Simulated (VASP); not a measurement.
# Bi in VASP: settings compared, part 2 of 2

VASP 6.6.1. The steps go on from the part before.

### Step 4. Single point, HSE06

This run uses another cell than the first one, of 32.36 Å³/atom.

POSCAR

```
Bi
1.0
   -2.0075049763      2.0075049763      2.0075049763
    2.0075049763     -2.0075049763      2.0075049763
    2.0075049763      2.0075049763     -2.0075049763
Bi
1
Direct
    0.0000000000      0.0000000000      0.0000000000
```

INCAR.step1

```
ALGO = Normal
EDIFF = 1E-5
ENCUT = 520
GGA = PE
ISIF = 2
ISMEAR = -1
LASPH = True
LCHARG = False
LREAL = False
LWAVE = True
NBANDS = 14
NELM = 100
PREC = Accurate
SIGMA = 0.05
```

INCAR.step2

```
ALGO = Normal
EDIFF = 1E-6
ENCUT = 520
GGA = PE
HFSCREEN = 0.2079
ISIF = 2
ISMEAR = -1
ISTART = 1
LASPH = True
LCHARG = False
LHFCALC = True
LREAL = False
LWAVE = False
NBANDS = 14
NELM = 100
PREC = Accurate
PRECFOCK = Normal
SIGMA = 0.05
```

KPOINTS

```
k-points
0
Gamma
  6 6 6
```

Potentials or basis: VASP PAW PBE potentials, release 64 (Bi_d).

Run with:

```bash
> cat potpaw_PBE.64/Bi_d/POTCAR > POTCAR
> cp INCAR.step1 INCAR
> mpirun -np 1 vasp_std > vasp.out
> cp INCAR.step2 INCAR
> mpirun -np 1 vasp_std > vasp.out
```

OUTCAR:

```text
EDIFF = 1E-6
   ENCUT = 520
   GGA = PE
   HFSCREEN = 0.2079
   ISIF = 2
   ISMEAR = -1
   ISTART = 1
   LASPH = True
   LHFCALC = True
   LREAL = False
   NELM = 100
   PREC = Accurate
   PRECFOCK = Normal

 ion  position               nearest neighbor table
   1  0.000  0.000  0.000-

  LATTYP: Found a body centered cubic cell.
 ALAT       =     4.0150099526

  Lattice vectors:

 A1 = (  -2.0075049763,   2.0075049763,   2.0075049763)
 A2 = (   2.0075049763,  -2.0075049763,   2.0075049763)
 A3 = (   2.0075049763,   2.0075049763,  -2.0075049763)

Analysis of symmetry for initial positions (statically):
=====================================================================
 Subroutine PRICEL returns:
 Original cell was already a primitive cell.

 Routine SETGRP: Setting up the symmetry group for a
 body centered cubic supercell.

 Subroutine GETGRP returns: Found 48 space group operations
 (whereof 48 operations were pure point group operations)
 out of a pool of 48 trial point group operations.

The static configuration has the point symmetry O_h .

Analysis of symmetry for dynamics (positions and initial velocities):
=====================================================================
 Subroutine PRICEL returns:
 Original cell was already a primitive cell.

 Routine SETGRP: Setting up the symmetry group for a
 body centered cubic supercell.

 Subroutine GETGRP returns: Found 48 space group operations
 (whereof 48 operations were pure point group operations)
 out of a pool of 48 trial point group operations.

The dynamic configuration has the point symmetry O_h .

 Subroutine INISYM returns: Found 48 space group operations
 (whereof 48 operations are pure point group operations),
 and found     1 'primitive' translations

----------------------------------------------------------------------------------------

                                     Primitive cell

  volume of cell :      32.3616

  direct lattice vectors                    reciprocal lattice vectors
    -2.007504976  2.007504976  2.007504976     0.000000000  0.249065385  0.249065385
     2.007504976 -2.007504976  2.007504976     0.249065385  0.000000000  0.249065385
     2.007504976  2.007504976 -2.007504976     0.249065385  0.249065385  0.000000000

  length of vectors
     3.477100615  3.477100615  3.477100615     0.352231646  0.352231646  0.352231646

  position of ions in fractional coordinates (direct lattice)
     0.000000000  0.000000000  0.000000000

  ion indices of the primitive-cell ions
   primitive index   ion index
                 1           1

----------------------------------------------------------------------------------------

 KPOINTS: k-points

Automatic generation of k-mesh.
 Grid dimensions read from file:
 generate k-points for:    6    6    6

 Generating k-lattice:

  Cartesian coordinates                     Fractional coordinates (reciprocal lattice)
[... 35 lines left out ...]
   total plane-waves  NPLWV =  21952
   dimension x,y,z NGX =    28 NGY =   28 NGZ =   28
   dimension x,y,z NGXF=    56 NGYF=   56 NGZF=   56
   ions per type =               1
   NGX,Y,Z   is equivalent  to a cutoff of  13.39, 13.39, 13.39 a.u.
   NGXF,Y,Z  is equivalent  to a cutoff of  26.77, 26.77, 26.77 a.u.
 SYSTEM =  unknown system
   PREC   = accura    normal or accurate (medium, high low for compatibility)
   ISTART =      1    job   : 0-new  1-cont  2-samecut
   ICHARG =      0    charge: 1-file 2-atom 10-const
   ISPIN  =      1    spin polarized calculation?
   LNONCOLLINEAR =      F non collinear calculations
   LSORBIT =      F    spin-orbit coupling
   LASPH  =      T    aspherical Exc in radial PAW
   ENCUT  =  520.0 eV  38.22 Ry    6.18 a.u.   6.47  6.47  6.47*2*pi/ulx,y,z
   NELM   =    100;   NELMIN=  2; NELMDL=  0     # of ELM steps
   EDIFF  = 0.1E-05   stopping-criterion for ELM
   LREAL  =      F    real-space projection
   EDIFFG = 0.1E-04   stopping-criterion for IOM
   NSW    =      0    number of steps for IOM
   IBRION =     -1    ionic relax: 0-MD 1-quasi-New 2-CG
   NFREE  =      0    steps in history (QN), initial steepest desc. (CG)
   ISIF   =      2    stress and relaxation
   ISYM   =      3    0-nonsym 1-usesym 2-fastsym
   POTIM  = 0.5000    time-step for ionic-motion
   TEBEG  =    0.0;   TEEND  =   0.0 temperature during run
   PSTRESS=    0.0 pullay stress
   NELECT =      15.0000    total number of electrons
   NUPDOWN=      -1.0000    fix difference up-down
   EMIN   =  10.00;   EMAX   =-10.00  energy-range for DOS
   EFERMI =   0.00;   METHOD = LEGACY
   ISMEAR =    -1;   SIGMA  =   0.05  broadening in eV -4-tet -1-fermi 0-gaus
   EFERMI_NEDOS =   21; number of points for ismear=-14 and -15
   IALGO  =     38    algorithm
   IMIX   =      1    mixing-type and parameters
     AMIX     =   0.40;   BMIX     =  1.00
     AMIX_MAG =   1.60;   BMIX_MAG =  1.00
  volume/ion in A,a.u.               =      32.36       218.39
  Fermi-wavevector in a.u.,A,eV,Ry     =   1.266957  2.394202 21.839808  1.605181
  Thomas-Fermi vector in A             =   2.400131
   LORBIT       =      0    0 simple, 1 ext, 2 COOP (PROOUT), +10 PAW based schemes
   GGA     = PE    functional components
   LHFCALC =     T    Hartree Fock is set to
   PRECFOCK=normal    Normal, Fast or Accurate (Low or Medium for compatibility)
   ENCUT4O =  -1.0   cutoff for four orbital integrals eV
   NKREDX  =     1    reduce k-point grid by
   NKREDY  =     1    reduce k-point grid by
   NKREDZ  =     1    reduce k-point grid by
   AEXX    =    0.2500 exact exchange contribution
   HFSCREEN=    0.2079 screening length (either q_TF or 0.3 A-1)
   HFSCREENC=   0.2079 screening length for correlation (either q_TF or 0.3 A-1)
   ENCUTFOCK=  -1.0 apply spherical cutoff to Coloumb kernel
   IVDW    =     0    specifies the selected vdW correction
   LEPSILON=     F    determine dielectric tensor
   LRPA    =     F    only Hartree local field effects (RPA)
 non-spin polarized calculation
  energy-cutoff  :      520.00
  volume of cell :       32.36
 maximum number of plane-waves:       893
 NGX is ok and might be reduce to    28
  NGX = 20; NGY = 20; NGZ = 20

 number of electron      15.0000004 magnetization

 Free energy of the ion-electron system (eV)
  ---------------------------------------------------
  ext. energy  EPLUGINS =         0.00000000
  ---------------------------------------------------
  free energy    TOTEN  =        -4.36959932 eV

  energy without entropy =       -4.35422181  energy(sigma->0) =       -4.36191057

 E-fermi :   7.0325     XC(G=0):  -8.3938

 val. band max:        7.0076403242   @ k =   0.3333   0.1667   0.1667
 cond. band min:       7.5367981977   @ k =   0.1667   0.1667   0.1667
 fundamental gap:      0.5291578736
 Fermi energy:         7.0324840742

 k-point     1 :       0.0000    0.0000    0.0000
  band No.  band energies     occupation
      1     -17.8382      2.00000
      2     -17.8382      2.00000
      3     -17.8382      2.00000
      4     -17.7165      2.00000
      5     -17.7165      2.00000
      6      -7.3404      2.00000
      7      12.7953      0.00000
      8      12.7953      0.00000
      9      12.7953      0.00000
     10      16.6875      0.00000
     11      18.5813      0.00000
     12      18.5813      0.00000
     13      18.5813      0.00000
     14      19.4934      0.00000
[... 241 lines left out ...]
      1     -17.8480      2.00000
      2     -17.8480      2.00000
      3     -17.6598      2.00000
      4     -17.6598      2.00000
      5     -17.6598      2.00000
      6      -1.7890      2.00000
      7       5.3250      2.00000
      8       5.3250      2.00000
      9       5.3250      2.00000
     10      11.1714      0.00000
     11      11.1714      0.00000
     12      23.6824      0.00000
     13      25.7171      0.00000
     14      25.7171      0.00000

------------------------ aborting loop because EDIFF is reached ----------------------------------------

  FORCE on cell =-STRESS in cart. coord.  units (eV):
  Direction    XX          YY          ZZ          XY          YZ          ZX
  --------------------------------------------------------------------------------------
  -------------------------------------------------------------------------------------
  Total       -0.5853950     -0.5853950     -0.5853950      0.0000000     -0.0000000      0.0000000
  in kB      -28.9820889    -28.9820889    -28.9820889      0.0000000     -0.0000000      0.0000000
  external PRESSURE =     -28.9820889 kB  Pullay stress =       0.0000000 kB

 VOLUME and BASIS-vectors are now :
 -----------------------------------------------------------------------------
  energy-cutoff  :      520.00
  volume of cell :       32.36
      direct lattice vectors                 reciprocal lattice vectors
    -2.007504976  2.007504976  2.007504976     0.000000000  0.249065385  0.249065385
     2.007504976 -2.007504976  2.007504976     0.249065385  0.000000000  0.249065385
     2.007504976  2.007504976 -2.007504976     0.249065385  0.249065385  0.000000000

 POSITION                                       TOTAL-FORCE (eV/Angst)
 -----------------------------------------------------------------------------------
      0.00000      0.00000      0.00000         0.000000      0.000000     -0.000000
 -----------------------------------------------------------------------------------
    total drift:                               -0.000000     -0.000000      0.000001

  FREE ENERGIE OF THE ION-ELECTRON SYSTEM (eV)
  ---------------------------------------------------
  free  energy   TOTEN  =        -4.3695993232 eV

  energy  without entropy=       -4.3542218121  energy(sigma->0) =       -4.36191057
```

OUTCAR.step1:

```text
EDIFF = 1E-5
   ENCUT = 520
   GGA = PE
   ISIF = 2
   ISMEAR = -1
   LASPH = True
[... 476 lines left out ...]

 POSITION                                       TOTAL-FORCE (eV/Angst)
 -----------------------------------------------------------------------------------
      0.00000      0.00000      0.00000         0.000000     -0.000000      0.000000
 -----------------------------------------------------------------------------------
    total drift:                                0.000000     -0.000000      0.000000

  FREE ENERGIE OF THE ION-ELECTRON SYSTEM (eV)
  ---------------------------------------------------
  free  energy   TOTEN  =        -3.7408246004 eV

  energy  without entropy=       -3.7252091358  energy(sigma->0) =       -3.73301687
```

OSZICAR.step1:

```text
N       E                     dE             d eps       ncg     rms          rms(c)
DAV:   1     0.113698635605E+03    0.11370E+03   -0.77315E+03   448   0.122E+03
DAV:   2     0.266341036357E+01   -0.11104E+03   -0.10754E+03   490   0.334E+02
DAV:   3    -0.359738827447E+01   -0.62608E+01   -0.62459E+01   568   0.784E+01
DAV:   4    -0.373671949365E+01   -0.13933E+00   -0.13928E+00   564   0.126E+01
DAV:   5    -0.374346042301E+01   -0.67409E-02   -0.67406E-02   648   0.250E+00    0.456E-01
DAV:   6    -0.374068098872E+01    0.27794E-02   -0.84400E-03   584   0.116E+00    0.278E-01
DAV:   7    -0.374074036447E+01   -0.59376E-04   -0.54533E-03   598   0.976E-01    0.825E-02
DAV:   8    -0.374082804810E+01   -0.87684E-04   -0.62669E-04   582   0.368E-01    0.136E-02
DAV:   9    -0.374082460038E+01    0.34477E-05   -0.11026E-05   458   0.484E-02
   1 F= -.37408246E+01 E0= -.37330169E+01  d E =-.156155E-01
```

It took 26 min on 1 thread of AMD EPYC 7R43 (Zen 3), shared host; peak memory 0.23 GiB.

Results:

* Free energy: -4.3696 eV
* Pressure: -2.9 GPa
* Band gap on the k mesh: zero (an odd number of electrons rules out a gap without spin polarisation)

Caveat: the k points lie up to 0.37 Å⁻¹ apart, too coarse for converged energies and pressures of a metal; the PAW data sets were made with another functional, which shifts forces and pressure a little; spin-orbit coupling is left out, which moves the levels of the heavy elements.

### Step 5. Summary

```tsv
level	potentials or basis	spin	cell	k mesh	cutoff (eV)	smearing	dipole correction	grid for exact exchange (PRECFOCK)	share of exact exchange	tolerance level	purpose	gap on the mesh (eV)	pressure (GPa)
B3LYP5	VASP PAW PBE potentials, release 64 (Bi_d)	off	a = 3.432 Å, angles 109.5°, 1 atom	5 × 5 × 5	520	fermi-dirac 0.05 eV	no	Normal	0.2	-	-	none	2.0
LDA	VASP PAW LDA potentials, release 64 (Bi_d)	non-collinear, zero start, SOC	a = 3.421 Å, angles 109.2, 109.2, 110.0°, 1 atom	19 × 19 × 19	550	fermi-dirac 0.02 eV	-	-	-	standard	all	-	-1.5
HSE06	VASP PAW PBE potentials, release 64 (Bi_d)	off	a = 3.477 Å, angles 109.5°, 1 atom	6 × 6 × 6	520	fermi-dirac 0.05 eV	no	Normal	0.25	-	-	none	-2.9
```

Alike in all rows: task single point.

Caveats: some runs use coarse meshes; the PAW data sets were made with another functional, which shifts forces and pressure a little (at least some runs); spin-orbit coupling is left out, which moves the levels of the heavy elements (at least some runs).

Absolute energies hang on the potentials; compare differences alone.

The gap in the log of VASP goes by the Fermi energy; the results here count the filled bands.